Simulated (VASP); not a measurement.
# Ir (Fm-3m) in VASP: further runs

The runs below take Ir through single point, with PBE.

Everything below comes from runs of VASP 6.6.1. Logs are shortened: lines on timing, memory, paths and dates and some standing lists are left out, and cuts for length are marked.

## Step 1: The cell of the first run

It takes space group Fm-3m (No. 225, cubic). Conventional cell: a = 3.871 Å, b = 3.871 Å, c = 3.871 Å, α = 90.00°, β = 90.00°, γ = 90.00°. Within 3.6 Å of Ir (site symmetry m-3m) lie 12 Ir at 2.74 Å.

## Step 2: Single point, PBE

File INCAR:

```
SYSTEM = Ir
PREC = Accurate ; ENCUT = 520
EDIFF = 1E-6 ; ISMEAR = 0
SIGMA = 0.1 ; LREAL = .False.
LASPH = .True. ; NELM = 80
ALGO = Normal ; ISIF = 2
LWAVE = .False. ; LCHARG = .True.
GGA = PE ; LELF = .True.
LVHAR = .True. ; NBANDS = 10
```

File KPOINTS:

```
Automatic mesh
0
Gamma
  15 15 15
  0 0 0
```

File POSCAR:

```
Ir
1.0
    2.7369673410      0.0000000000      0.0000000000
   -1.3684836705      2.3702832466      0.0000000000
    1.3684836705      0.7900944155      2.2347244760
Ir
1
Direct
    0.0000000000      0.0000000000      0.0000000000
```

Potentials or basis: VASP PAW PBE potentials, release 64 (Ir).

Launch:

```console
cat potpaw_PBE.64/Ir/POTCAR > POTCAR
mpirun -np 1 vasp_std > vasp.out
```

OUTCAR:

```text
SYSTEM = Ir
   PREC = Accurate
   ENCUT = 520
   EDIFF = 1E-6
   ISMEAR = 0
   LREAL = .False.
   LASPH = .True.
   NELM = 80
   ISIF = 2
   GGA = PE

 ion  position               nearest neighbor table
   1  0.000  0.000  0.000-

  LATTYP: Found a face centered cubic cell.
 ALAT       =     3.8706563334

  Lattice vectors:

 A1 = (  -2.7369673410,   0.0000000000,   0.0000000000)
 A2 = (  -1.3684836705,   0.7900944155,   2.2347244760)
 A3 = (  -1.3684836705,   2.3702832466,   0.0000000000)

Analysis of symmetry for initial positions (statically):
=====================================================================
 Subroutine PRICEL returns:
 Original cell was already a primitive cell.

 Routine SETGRP: Setting up the symmetry group for a
 face centered cubic supercell.

 Subroutine GETGRP returns: Found 48 space group operations
 (whereof 48 operations were pure point group operations)
 out of a pool of 48 trial point group operations.

The static configuration has the point symmetry O_h .

Analysis of symmetry for dynamics (positions and initial velocities):
=====================================================================
 Subroutine PRICEL returns:
 Original cell was already a primitive cell.

 Routine SETGRP: Setting up the symmetry group for a
 face centered cubic supercell.

 Subroutine GETGRP returns: Found 48 space group operations
 (whereof 48 operations were pure point group operations)
 out of a pool of 48 trial point group operations.

The dynamic configuration has the point symmetry O_h .

 Subroutine INISYM returns: Found 48 space group operations
 (whereof 48 operations are pure point group operations),
 and found     1 'primitive' translations

----------------------------------------------------------------------------------------

                                     Primitive cell

  volume of cell :      14.4975

  direct lattice vectors                    reciprocal lattice vectors
     2.736967341  0.000000000  0.000000000     0.365367896  0.210945253 -0.298321638
    -1.368483671  2.370283247  0.000000000     0.000000000  0.421890507 -0.149160819
     1.368483671  0.790094416  2.234724476     0.000000000  0.000000000  0.447482457

  length of vectors
     2.736967341  2.736967341  2.736967341     0.516708234  0.447482457  0.447482457

  position of ions in fractional coordinates (direct lattice)
     0.000000000  0.000000000  0.000000000

  ion indices of the primitive-cell ions
   primitive index   ion index
                 1           1

----------------------------------------------------------------------------------------

 KPOINTS: Automatic mesh

Automatic generation of k-mesh.
 Grid dimensions read from file:
 generate k-points for:   15   15   15

 Generating k-lattice:

  Cartesian coordinates                     Fractional coordinates (reciprocal lattice)
     0.024357860  0.014063017 -0.019888109     0.066666667 -0.000000000 -0.000000000
     0.000000000  0.028126034 -0.009944055     0.000000000  0.066666667 -0.000000000
     0.000000000  0.000000000  0.029832164     0.000000000  0.000000000  0.066666667

  Length of vectors
     0.034447216  0.029832164  0.029832164

  Shift w.r.t. Gamma in fractional coordinates (k-lattice)
     0.000000000  0.000000000  0.000000000

 Subroutine IBZKPT returns following result:
 ===========================================

 Found    120 irreducible k-points:

 Following reciprocal coordinates:
            Coordinates               Weight
  0.000000  0.000000  0.000000      1.000000
  0.066667 -0.000000 -0.000000      6.000000
  0.133333 -0.000000  0.000000      6.000000
  0.200000 -0.000000  0.000000      6.000000
  0.266667 -0.000000  0.000000      6.000000
  0.333333 -0.000000  0.000000      6.000000
[... 16 lines left out ...]
  0.400000  0.133333  0.000000     24.000000
 -0.066667  0.133333 -0.000000     12.000000
 [... further k-points ...]
   k-points           NKPTS =    120   k-points in BZ     NKDIM =    120   number of bands    NBANDS=     10
   number of dos      NEDOS =    301   number of ions     NIONS =      1
   total plane-waves  NPLWV =   8000
   dimension x,y,z NGX =    20 NGY =   20 NGZ =   20
   dimension x,y,z NGXF=    40 NGYF=   40 NGZF=   40
   ions per type =               1
   NGX,Y,Z   is equivalent  to a cutoff of  12.15, 12.15, 12.15 a.u.
   NGXF,Y,Z  is equivalent  to a cutoff of  24.30, 24.30, 24.30 a.u.
 SYSTEM =  Ir
   PREC   = accura    normal or accurate (medium, high low for compatibility)
   ISTART =      0    job   : 0-new  1-cont  2-samecut
   ICHARG =      2    charge: 1-file 2-atom 10-const
   ISPIN  =      1    spin polarized calculation?
   LNONCOLLINEAR =      F non collinear calculations
   LSORBIT =      F    spin-orbit coupling
   LASPH  =      T    aspherical Exc in radial PAW
   ENCUT  =  520.0 eV  38.22 Ry    6.18 a.u.   5.09  5.09  5.09*2*pi/ulx,y,z
   NELM   =     80;   NELMIN=  2; NELMDL= -5     # of ELM steps
   EDIFF  = 0.1E-05   stopping-criterion for ELM
   LREAL  =      F    real-space projection
   EDIFFG = 0.1E-04   stopping-criterion for IOM
   NSW    =      0    number of steps for IOM
   IBRION =     -1    ionic relax: 0-MD 1-quasi-New 2-CG
   NFREE  =      0    steps in history (QN), initial steepest desc. (CG)
   ISIF   =      2    stress and relaxation
   ISYM   =      2    0-nonsym 1-usesym 2-fastsym
   POTIM  = 0.5000    time-step for ionic-motion
   TEBEG  =    0.0;   TEEND  =   0.0 temperature during run
   PSTRESS=    0.0 pullay stress
   NELECT =       9.0000    total number of electrons
   NUPDOWN=      -1.0000    fix difference up-down
   EMIN   =  10.00;   EMAX   =-10.00  energy-range for DOS
   EFERMI =   0.00;   METHOD = LEGACY
   ISMEAR =     0;   SIGMA  =   0.10  broadening in eV -4-tet -1-fermi 0-gaus
   EFERMI_NEDOS =   21; number of points for ismear=-14 and -15
   IALGO  =     38    algorithm
   IMIX   =      4    mixing-type and parameters
     AMIX     =   0.40;   BMIX     =  1.00
     AMIX_MAG =   1.60;   BMIX_MAG =  1.00
  volume/ion in A,a.u.               =      14.50        97.83
  Fermi-wavevector in a.u.,A,eV,Ry     =   1.396554  2.639104 26.536299  1.950363
  Thomas-Fermi vector in A             =   2.519897
   LORBIT       =      0    0 simple, 1 ext, 2 COOP (PROOUT), +10 PAW based schemes
   GGA     = PE    functional components
   LHFCALC =     F    Hartree Fock is set to
   AEXX    =    0.0000 exact exchange contribution
   IVDW    =     0    specifies the selected vdW correction
   LEPSILON=     F    determine dielectric tensor
   LRPA    =     F    only Hartree local field effects (RPA)
 non-spin polarized calculation
 Gauss-broadening in eV      SIGMA  =   0.10
  energy-cutoff  :      520.00
  volume of cell :       14.50
 maximum number of plane-waves:       401
   NGX = 11   NGY = 11   NGZ = 11

 number of electron       9.0000000 magnetization

 Free energy of the ion-electron system (eV)
  ---------------------------------------------------
  ext. energy  EPLUGINS =         0.00000000
  ---------------------------------------------------
  free energy    TOTEN  =        -8.85771381 eV

  energy without entropy =       -8.85235490  energy(sigma->0) =       -8.85503435

 E-fermi :  10.0357     XC(G=0): -13.8432

 val. band max:       10.0069084762   @ k =   0.4667   0.1333   0.0667
 cond. band min:      10.0379547203   @ k =   0.2667   0.4000   0.0667
 fundamental gap:      0.0310462441
 Fermi energy:        10.0357060152

 k-point     1 :       0.0000    0.0000    0.0000
  band No.  band energies     occupation
      1      -0.8710      2.00000
      2       6.2412      2.00000
      3       6.2412      2.00000
      4       6.2412      2.00000
      5       8.8266      2.00000
      6       8.8266      2.00000
      7      24.3580      0.00000
      8      29.7993      0.00000
      9      29.7993      0.00000
     10      29.7993      0.00000

 k-point     2 :       0.0667   -0.0000   -0.0000
  band No.  band energies     occupation
      1      -0.6142      2.00000
      2       6.0482      2.00000
      3       6.3847      2.00000
      4       6.3847      2.00000
      5       8.6060      2.00000
      6       8.9017      2.00000
      7      24.7991      0.00000
      8      29.0499      0.00000
      9      29.8885      0.00000
     10      29.8885      0.00000

 k-point     3 :       0.1333   -0.0000    0.0000
  band No.  band energies     occupation
      1       0.1234      2.00000
      2       5.5383      2.00000
      3       6.8106      2.00000
      4       6.8106      2.00000
      5       8.0260      2.00000
      6       9.1181      2.00000
      7      26.0328      0.00000
      8      28.1238      0.00000
      9      29.9312      0.00000
     10      29.9312      0.00000

 k-point     4 :       0.2000   -0.0000    0.0000
  band No.  band energies     occupation
      1       1.2102      2.00000
      2       4.8644      2.00000
      3       7.3434      2.00000
      4       7.5020      2.00000
      5       7.5020      2.00000
      6       9.4493      2.00000
      7      27.7582      0.00000
      8      27.8370      0.00000
      9      29.1928      0.00000
     10      29.1928      0.00000
[... 222 lines left out ...]
 k-point    22 :       0.3333    0.1333    0.0000
  band No.  band energies     occupation
      1       2.9051      2.00000
      2       3.5267      2.00000
      3       7.9089      2.00000
      4       9.4697      2.00000
      5      11.0705      0.00000
      6      12.6329      0.00000
      7      20.2020      0.00000
      8      23.9056      0.00000
      9      23.9522      0.00000
     10      31.0715      0.00000

 k-point    23 :       0.4000    0.1333    0.0000
  band No.  band energies     occupation
      1       2.7245      2.00000
      2       3.3113      2.00000
      3       8.8263      2.00000
      4      10.0840      0.49479
      5      11.1520      0.00000
      6      14.2704      0.00000
      7      18.7032      0.00000
      8      21.9935      0.00000
      9      22.9188      0.00000
     10      31.6605      0.00000

 k-point    24 :      -0.0667    0.1333   -0.0000
  band No.  band energies     occupation
      1      -0.3660      2.00000
      2       5.9609      2.00000
      3       6.4394      2.00000
      4       6.4919      2.00000
      5       8.5515      2.00000
      6       8.8609      2.00000
      7      25.1994      0.00000
      8      27.9229      0.00000
      9      29.9603      0.00000
     10      30.9228      0.00000

 [... further k-points ...]

------------------------ aborting loop because EDIFF is reached ----------------------------------------

  FORCE on cell =-STRESS in cart. coord.  units (eV):
  Direction    XX          YY          ZZ          XY          YZ          ZX
  --------------------------------------------------------------------------------------
  -------------------------------------------------------------------------------------
  Total        0.0344362      0.0344362      0.0344362      0.0000000     -0.0000000     -0.0000000
  in kB        3.8056741      3.8056741      3.8056741      0.0000000     -0.0000000     -0.0000000
  external PRESSURE =       3.8056741 kB  Pullay stress =       0.0000000 kB

 VOLUME and BASIS-vectors are now :
 -----------------------------------------------------------------------------
  energy-cutoff  :      520.00
  volume of cell :       14.50
      direct lattice vectors                 reciprocal lattice vectors
     2.736967341  0.000000000  0.000000000     0.365367896  0.210945253 -0.298321638
    -1.368483671  2.370283247  0.000000000     0.000000000  0.421890507 -0.149160819
     1.368483671  0.790094416  2.234724476     0.000000000  0.000000000  0.447482457

 POSITION                                       TOTAL-FORCE (eV/Angst)
 -----------------------------------------------------------------------------------
      0.00000      0.00000      0.00000        -0.000000     -0.000000      0.000000
 -----------------------------------------------------------------------------------
    total drift:                               -0.000000      0.000000      0.000000

  FREE ENERGIE OF THE ION-ELECTRON SYSTEM (eV)
  ---------------------------------------------------
  free  energy   TOTEN  =        -8.8577138088 eV

  energy  without entropy=       -8.8523549011  energy(sigma->0) =       -8.85503435
```

Run time: 12 s. Hardware: 1 thread of Intel Xeon Platinum 8259CL at 2.50GHz (Skylake/Cascade Lake), shared host; peak memory 0.14 GiB.

Results:

```
Free energy : -8.8577 eV
Pressure    : 0.4 GPa
```

Caveat: spin-orbit coupling is left out, which moves the levels of the heavy elements.

## Step 3: Single point, PBE

File INCAR:

```
PREC = Accurate
ENCUT = 520
EDIFF = 1E-6
ISMEAR = 0
SIGMA = 0.1
LREAL = F
LASPH = T
NELM = 100
ALGO = Normal
ISIF = 2
LWAVE = F
LCHARG = F
GGA = PE
NBANDS = 10
```

File KPOINTS:

```
regular mesh
0
Gamma
  18 18 18
```

File POSCAR:

```
Ir
1.0
    0.0000000000      1.9353281667      1.9353281667
    1.9353281667      0.0000000000      1.9353281667
    1.9353281667      1.9353281667      0.0000000000
Ir
1
Direct
    0.0000000000      0.0000000000      0.0000000000
```

Potentials or basis: VASP PAW PBE potentials, release 64 (Ir).

Launch:

```console
cat potpaw_PBE.64/Ir/POTCAR > POTCAR
mpirun -np 1 vasp_std > vasp.out
```

Wall time 17 s (1 thread of Intel Xeon Platinum 8259CL at 2.50GHz (Skylake/Cascade Lake), shared host); peak memory 0.15 GiB.

The run converged. Its results:

```
Free energy : -8.8538 eV
Pressure    : 0.5 GPa
```

Levels at points of the mesh, in eV from the Fermi level:
```csv
k point,band 2,band 3,band 4,band 5,band 6,band 7
"(0.00, 0.00, 0.00)",-3.77,-3.77,-3.77,-1.19,-1.19,14.34
"(0.50, 0.00, 0.00)",-3.87,-3.87,-0.73,0.82,0.82,6.99
"(0.50, 0.50, 0.00)",-7.11,0.79,1.38,1.38,1.67,10.15
```

Caveat: spin-orbit coupling is left out, which moves the levels of the heavy elements.

[end of part 1 of 2]
